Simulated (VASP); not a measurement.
# Pt (Fm-3m) in VASP: further runs

The runs below take Pt through single point, with PBE.

Program: VASP 6.6.1. These are calculated values, not measurements. Logs are shortened: lines on timing, memory, paths and dates and some standing lists are left out, and cuts for length are marked.

### 1 The cell of the first run

The structure is cubic, space group Fm-3m (No. 225). The conventional cell has a = 3.972 Å, b = 3.972 Å, c = 3.972 Å, α = 90.00°, β = 90.00°, γ = 90.00°. Within 3.7 Å of Pt (site symmetry m-3m) lie 12 Pt at 2.81 Å.

### 2 Single point, PBE

File INCAR:

```
SYSTEM = Pt
ALGO     = Normal         ! electronic algorithm
EDIFF    = 1E-6           ! SCF threshold, eV
ENCUT    = 520            ! plane-wave cutoff, eV
GGA      = PE             ! functional
ISIF     = 2              ! what is computed and relaxed
ISMEAR   = -1             ! smearing method
LASPH    = .True.         ! aspherical terms in the spheres
LCHARG   = .True.         ! write CHGCAR
LELF     = .True.         ! ELF
LREAL    = .False.        ! projectors in reciprocal space
LVHAR    = .True.       
LWAVE    = .False.        ! write WAVECAR
NBANDS   = 11             ! bands
NELM     = 100            ! most SCF steps
PREC     = Accurate       ! precision mode
SIGMA    = 0.2            ! smearing width, eV
```

File KPOINTS:

```
k-points
0
Gamma
  14 14 14
  0 0 0
```

File POSCAR:

```
Pt
1.0
    0.0000000000      1.9857786488      1.9857786488
    1.9857786488      0.0000000000      1.9857786488
    1.9857786488      1.9857786488      0.0000000000
Pt
1
Direct
    0.0000000000      0.0000000000      0.0000000000
```

Potentials or basis: VASP PAW PBE potentials, release 64 (Pt).

On the command line:

```bash
$ cat potpaw_PBE.64/Pt/POTCAR > POTCAR
$ mpirun -np 1 vasp_std > vasp.out
```

OUTCAR:

```text
SYSTEM = Pt
   EDIFF = 1E-6
   ENCUT = 520
   GGA = PE
   ISIF = 2
   ISMEAR = -1
   LASPH = .True.
   LREAL = .False.
   NELM = 100
   PREC = Accurate

 ion  position               nearest neighbor table
   1  0.000  0.000  0.000-

  LATTYP: Found a face centered cubic cell.
 ALAT       =     3.9715572976

  Lattice vectors:

 A1 = (   0.0000000000,   1.9857786488,   1.9857786488)
 A2 = (   1.9857786488,   0.0000000000,   1.9857786488)
 A3 = (   1.9857786488,   1.9857786488,   0.0000000000)

Analysis of symmetry for initial positions (statically):
=====================================================================
 Subroutine PRICEL returns:
 Original cell was already a primitive cell.

 Routine SETGRP: Setting up the symmetry group for a
 face centered cubic supercell.

 Subroutine GETGRP returns: Found 48 space group operations
 (whereof 48 operations were pure point group operations)
 out of a pool of 48 trial point group operations.

The static configuration has the point symmetry O_h .

Analysis of symmetry for dynamics (positions and initial velocities):
=====================================================================
 Subroutine PRICEL returns:
 Original cell was already a primitive cell.

 Routine SETGRP: Setting up the symmetry group for a
 face centered cubic supercell.

 Subroutine GETGRP returns: Found 48 space group operations
 (whereof 48 operations were pure point group operations)
 out of a pool of 48 trial point group operations.

The dynamic configuration has the point symmetry O_h .

 Subroutine INISYM returns: Found 48 space group operations
 (whereof 48 operations are pure point group operations),
 and found     1 'primitive' translations

----------------------------------------------------------------------------------------

                                     Primitive cell

  volume of cell :      15.6611

  direct lattice vectors                    reciprocal lattice vectors
     0.000000000  1.985778649  1.985778649    -0.251790400  0.251790400  0.251790400
     1.985778649  0.000000000  1.985778649     0.251790400 -0.251790400  0.251790400
     1.985778649  1.985778649  0.000000000     0.251790400  0.251790400 -0.251790400

  length of vectors
     2.808315097  2.808315097  2.808315097     0.436113765  0.436113765  0.436113765

  position of ions in fractional coordinates (direct lattice)
     0.000000000  0.000000000  0.000000000

  ion indices of the primitive-cell ions
   primitive index   ion index
                 1           1

----------------------------------------------------------------------------------------

 KPOINTS: k-points

Automatic generation of k-mesh.
 Grid dimensions read from file:
 generate k-points for:   14   14   14

 Generating k-lattice:

  Cartesian coordinates                     Fractional coordinates (reciprocal lattice)
    -0.017985029  0.017985029  0.017985029     0.071428571  0.000000000  0.000000000
     0.017985029 -0.017985029  0.017985029     0.000000000  0.071428571  0.000000000
     0.017985029  0.017985029 -0.017985029     0.000000000  0.000000000  0.071428571

  Length of vectors
     0.031150983  0.031150983  0.031150983

  Shift w.r.t. Gamma in fractional coordinates (k-lattice)
     0.000000000  0.000000000  0.000000000

 Subroutine IBZKPT returns following result:
 ===========================================

 Found    104 irreducible k-points:

 Following reciprocal coordinates:
            Coordinates               Weight
  0.000000  0.000000  0.000000      1.000000
  0.071429  0.000000  0.000000      8.000000
  0.142857  0.000000  0.000000      8.000000
  0.214286  0.000000  0.000000      8.000000
  0.285714  0.000000  0.000000      8.000000
  0.357143  0.000000  0.000000      8.000000
[... 16 lines left out ...]
  0.214286  0.142857  0.000000     24.000000
  0.285714  0.142857  0.000000     24.000000
 [... further k-points ...]
   k-points           NKPTS =    104   k-points in BZ     NKDIM =    104   number of bands    NBANDS=     11
   number of dos      NEDOS =    301   number of ions     NIONS =      1
   total plane-waves  NPLWV =  13824
   dimension x,y,z NGX =    24 NGY =   24 NGZ =   24
   dimension x,y,z NGXF=    48 NGYF=   48 NGZF=   48
   ions per type =               1
   NGX,Y,Z   is equivalent  to a cutoff of  14.21, 14.21, 14.21 a.u.
   NGXF,Y,Z  is equivalent  to a cutoff of  28.41, 28.41, 28.41 a.u.
 SYSTEM =  Pt
   PREC   = accura    normal or accurate (medium, high low for compatibility)
   ISTART =      0    job   : 0-new  1-cont  2-samecut
   ICHARG =      2    charge: 1-file 2-atom 10-const
   ISPIN  =      1    spin polarized calculation?
   LNONCOLLINEAR =      F non collinear calculations
   LSORBIT =      F    spin-orbit coupling
   LASPH  =      T    aspherical Exc in radial PAW
   ENCUT  =  520.0 eV  38.22 Ry    6.18 a.u.   5.22  5.22  5.22*2*pi/ulx,y,z
   NELM   =    100;   NELMIN=  2; NELMDL= -5     # of ELM steps
   EDIFF  = 0.1E-05   stopping-criterion for ELM
   LREAL  =      F    real-space projection
   EDIFFG = 0.1E-04   stopping-criterion for IOM
   NSW    =      0    number of steps for IOM
   IBRION =     -1    ionic relax: 0-MD 1-quasi-New 2-CG
   NFREE  =      0    steps in history (QN), initial steepest desc. (CG)
   ISIF   =      2    stress and relaxation
   ISYM   =      2    0-nonsym 1-usesym 2-fastsym
   POTIM  = 0.5000    time-step for ionic-motion
   TEBEG  =    0.0;   TEEND  =   0.0 temperature during run
   PSTRESS=    0.0 pullay stress
   NELECT =      10.0000    total number of electrons
   NUPDOWN=      -1.0000    fix difference up-down
   EMIN   =  10.00;   EMAX   =-10.00  energy-range for DOS
   EFERMI =   0.00;   METHOD = LEGACY
   ISMEAR =    -1;   SIGMA  =   0.20  broadening in eV -4-tet -1-fermi 0-gaus
   EFERMI_NEDOS =   21; number of points for ismear=-14 and -15
   IALGO  =     38    algorithm
   IMIX   =      4    mixing-type and parameters
     AMIX     =   0.40;   BMIX     =  1.00
     AMIX_MAG =   1.60;   BMIX_MAG =  1.00
  volume/ion in A,a.u.               =      15.66       105.69
  Fermi-wavevector in a.u.,A,eV,Ry     =   1.409724  2.663991 27.039142  1.987321
  Thomas-Fermi vector in A             =   2.531750
   LORBIT       =      0    0 simple, 1 ext, 2 COOP (PROOUT), +10 PAW based schemes
   GGA     = PE    functional components
   LHFCALC =     F    Hartree Fock is set to
   AEXX    =    0.0000 exact exchange contribution
   IVDW    =     0    specifies the selected vdW correction
   LEPSILON=     F    determine dielectric tensor
   LRPA    =     F    only Hartree local field effects (RPA)
 non-spin polarized calculation
  energy-cutoff  :      520.00
  volume of cell :       15.66
 maximum number of plane-waves:       444
 NGX is ok and might be reduce to    24
   NGX = 11   NGY = 11   NGZ = 11

 number of electron      10.0000002 magnetization

 Free energy of the ion-electron system (eV)
  ---------------------------------------------------
  ext. energy  EPLUGINS =         0.00000000
  ---------------------------------------------------
  free energy    TOTEN  =        -6.20651638 eV

  energy without entropy =       -6.02931345  energy(sigma->0) =       -6.11791491

 E-fermi :  10.6000     XC(G=0): -13.2644

 val. band max:       10.5997273523   @ k =   0.5000   0.0714   0.0000
 cond. band min:      10.6018791267   @ k =  -0.4286   0.3571   0.0000
 fundamental gap:      0.0021517744
 Fermi energy:        10.6000116901

 k-point     1 :       0.0000    0.0000    0.0000
  band No.  band energies     occupation
      1       0.7557      2.00000
      2       6.9961      2.00000
      3       6.9961      2.00000
      4       6.9961      2.00000
      5       9.0176      1.99927
      6       9.0176      1.99927
      7      25.2942      0.00000
      8      30.0427      0.00000
      9      30.0427      0.00000
     10      30.0427      0.00000
     11      35.2479      0.00000

 k-point     2 :       0.0714    0.0000    0.0000
  band No.  band energies     occupation
      1       0.9532      2.00000
      2       6.9117      2.00000
      3       7.0725      2.00000
      4       7.0725      2.00000
      5       8.9767      1.99940
      6       8.9767      1.99940
      7      25.5906      0.00000
      8      29.0160      0.00000
      9      30.3378      0.00000
     10      30.3378      0.00000
     11      36.3074      0.00000

 k-point     3 :       0.1429    0.0000    0.0000
  band No.  band energies     occupation
      1       1.5157      2.00000
      2       6.7194      2.00000
      3       7.2499      2.00000
      4       7.2499      2.00000
      5       8.9173      1.99956
      6       8.9173      1.99956
      7      26.3135      0.00000
      8      27.0777      0.00000
      9      31.1731      0.00000
     10      31.1731      0.00000
     11      35.7470      0.00000

 k-point     4 :       0.2143    0.0000    0.0000
  band No.  band energies     occupation
      1       2.3268      2.00000
      2       6.6015      2.00000
      3       7.3644      2.00000
      4       7.3644      2.00000
      5       9.0244      1.99924
      6       9.0244      1.99924
      7      24.8380      0.00000
      8      26.9351      0.00000
      9      32.3416      0.00000
     10      32.3416      0.00000
     11      33.9319      0.00000
[... 239 lines left out ...]
 k-point    22 :       0.1429    0.1429    0.0000
  band No.  band energies     occupation
      1       1.7761      2.00000
      2       6.3843      2.00000
      3       7.5254      2.00000
      4       7.5254      2.00000
      5       8.3538      1.99997
      6       9.2801      1.99728
      7      26.8167      0.00000
      8      28.4018      0.00000
      9      29.7737      0.00000
     10      29.7737      0.00000
     11      37.3511      0.00000

 k-point    23 :       0.2143    0.1429    0.0000
  band No.  band energies     occupation
      1       2.4059      2.00000
      2       6.1264      2.00000
      3       7.6377      2.00000
      4       7.7722      2.00000
      5       8.3086      1.99998
      6       9.4339      1.99414
      7      26.8862      0.00000
      8      27.6132      0.00000
      9      29.4682      0.00000
     10      30.2255      0.00000
     11      34.7235      0.00000

 k-point    24 :       0.2857    0.1429    0.0000
  band No.  band energies     occupation
      1       3.2144      2.00000
      2       5.9935      2.00000
      3       7.3249      2.00000
      4       7.8695      2.00000
      5       8.9311      1.99952
      6       9.7430      1.97282
      7      24.5303      0.00000
      8      27.7556      0.00000
      9      29.0766      0.00000
     10      30.5477      0.00000
     11      34.2556      0.00000

 [... further k-points ...]

------------------------ aborting loop because EDIFF is reached ----------------------------------------

  FORCE on cell =-STRESS in cart. coord.  units (eV):
  Direction    XX          YY          ZZ          XY          YZ          ZX
  --------------------------------------------------------------------------------------
  -------------------------------------------------------------------------------------
  Total        0.0376623      0.0376623      0.0376623     -0.0000000      0.0000000      0.0000000
  in kB        3.8529659      3.8529659      3.8529659     -0.0000000      0.0000000      0.0000000
  external PRESSURE =       3.8529659 kB  Pullay stress =       0.0000000 kB

 VOLUME and BASIS-vectors are now :
 -----------------------------------------------------------------------------
  energy-cutoff  :      520.00
  volume of cell :       15.66
      direct lattice vectors                 reciprocal lattice vectors
     0.000000000  1.985778649  1.985778649    -0.251790400  0.251790400  0.251790400
     1.985778649  0.000000000  1.985778649     0.251790400 -0.251790400  0.251790400
     1.985778649  1.985778649  0.000000000     0.251790400  0.251790400 -0.251790400

 POSITION                                       TOTAL-FORCE (eV/Angst)
 -----------------------------------------------------------------------------------
      0.00000      0.00000      0.00000        -0.000000      0.000000      0.000000
 -----------------------------------------------------------------------------------
    total drift:                               -0.000000      0.000000     -0.000000

  FREE ENERGIE OF THE ION-ELECTRON SYSTEM (eV)
  ---------------------------------------------------
  free  energy   TOTEN  =        -6.2065163778 eV

  energy  without entropy=       -6.0293134457  energy(sigma->0) =       -6.11791491
```

Run time: 31 s. Hardware: 1 thread of Intel Xeon 6975P-C, shared host; peak memory 0.15 GiB.

Results:

```yaml
Free_energy: -6.2065 eV
Pressure: 0.4 GPa
Band_gap_on_the_k_mesh: zero (band 5 reaches 11.02 eV, above the bottom of band 6 at 8.92 eV)
```

Caveat: spin-orbit coupling is left out, which moves the levels of the heavy elements.

### 3 Single point, PBE

File INCAR:

```
SYSTEM = Pt
ALGO = Normal
EDIFF = 1E-6
ENCUT = 520
GGA = PE
ISIF = 2
ISMEAR = -1
LASPH = .TRUE.
LCHARG = .TRUE.
LELF = .TRUE.
LREAL = .FALSE.
LVHAR = .TRUE.
LWAVE = .FALSE.
NBANDS = 11
NELM = 80
PREC = Accurate
SIGMA = 0.3
```

File KPOINTS:

```
k-points
0
G
  14 14 14
  0 0 0
```

POSCAR is that of step 2.

Potentials or basis: VASP PAW PBE potentials, release 64 (Pt).

On the command line:

```bash
$ cat potpaw_PBE.64/Pt/POTCAR > POTCAR
$ mpirun -np 1 vasp_std > vasp.out
```

It took 33 s on 1 thread of Intel Xeon 6975P-C, shared host; peak memory 0.15 GiB.

The run converged. Its results:

```
Free energy            : -6.3087 eV
Pressure               : 1.4 GPa
Band gap on the k mesh : zero (band 5 reaches 11.02 eV, above the bottom of band 6 at 8.92 eV)
```

Levels at points of the mesh, in eV from the Fermi level:
```csv
k point,band 2,band 3,band 4,band 5,band 6,band 7,band 8,band 9
"(0.00, 0.00, 0.00)",-3.66,-3.66,-3.66,-1.64,-1.64,14.64,19.39,19.39
"(0.50, 0.00, 0.00)",-3.72,-3.72,-0.42,-0.06,-0.06,5.46,14.19,18.62
"(0.50, 0.50, 0.00)",-6.33,-0.10,0.36,0.36,1.76,8.38,11.18,11.18
```

Caveat: spin-orbit coupling is left out, which moves the levels of the heavy elements.
